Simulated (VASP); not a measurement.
The system is SiC.

```
Si C
1.0
     0.00000    2.25254    2.17805
     2.17805    0.00000    2.17805
     2.17805    2.25254    0.00000
Si C
1 1
Direct
  0.25000 0.25000 0.25000
  0.00000 0.00000 0.00000
```

This cell differs from its parent crystal: uniaxial y strain +3.4%.

Base run:

- Program: VASP 6.6.1
- Functional: r2SCAN
- Potentials or basis: VASP PAW PBE potentials, release 64 (Si, C)
- Cutoff: 520 eV
- k mesh: 10 × 10 × 10
- Occupations: gaussian, width 0.01 eV
- Spin: no spin polarisation

Its results: band gap on the k mesh 1.56 eV, indirect (least direct gap 4.98 eV); pressure -7.3 GPa.

Q: The run is repeated on the same cell with these changes: functional from r2SCAN to PBE; occupations from gaussian, width 0.01 eV to fermi-dirac, width 0.02 eV. What comes out?

A: Band gap on the k mesh 1.21 eV, indirect (least direct gap 4.48 eV); pressure -3.7 GPa.

Caveats: the PAW data sets were made with another functional, which shifts forces and pressure a little (some runs).

A k mesh can miss the band edges.
